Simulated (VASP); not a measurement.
Crystal: MnO2.

```xyz
6
Lattice="4.3983 0.0000 0.0000 0.0000 4.3983 0.0000 0.0000 0.0000 2.8730" Properties=species:S:1:pos:R:3 pbc="T T T"
Mn    0.0000    0.0000    0.0000
Mn    2.1991    2.1991    1.4365
O     1.3421    1.3421    0.0000
O     0.8570    3.5413    1.4365
O     3.0562    3.0562    0.0000
O     3.5413    0.8570    1.4365
```

Base run:

```yaml
Program: VASP 6.6.1
Functional: PBE
Potentials_or_basis: VASP PAW PBE potentials, release 64 (Mn_pv, O)
Cutoff: 520 eV
k_mesh: 5 × 5 × 7
Occupations: gaussian, width 0.1 eV
Spin: collinear spin
Starting_moments: "[0.0, 4.5, 0.0, 0.0, 0.0, 0.0] μB"
Hubbard_terms: Mn d U = 6.3 eV
```

Its results: pressure 12.6 GPa; net moment 2.01 μB per cell; site moments Mn -1.09, +3.17; O -0.05, +0.00 (each value once) μB; largest force 0.425 eV/Å.

The run is repeated on the same cell with these changes: spin from collinear spin to collinear spin, ferromagnetic start; moments at the start from [0.0, 4.5, 0.0, 0.0, 0.0, 0.0] to [3.21, 3.21, -0.2, -0.2, -0.2, -0.2]. What comes out?

Pressure 17.6 GPa; net moment 6.06 μB per cell; site moments Mn +3.28; O -0.14 μB; largest force 0.202 eV/Å.

Caveats: the cell stands under pressure.
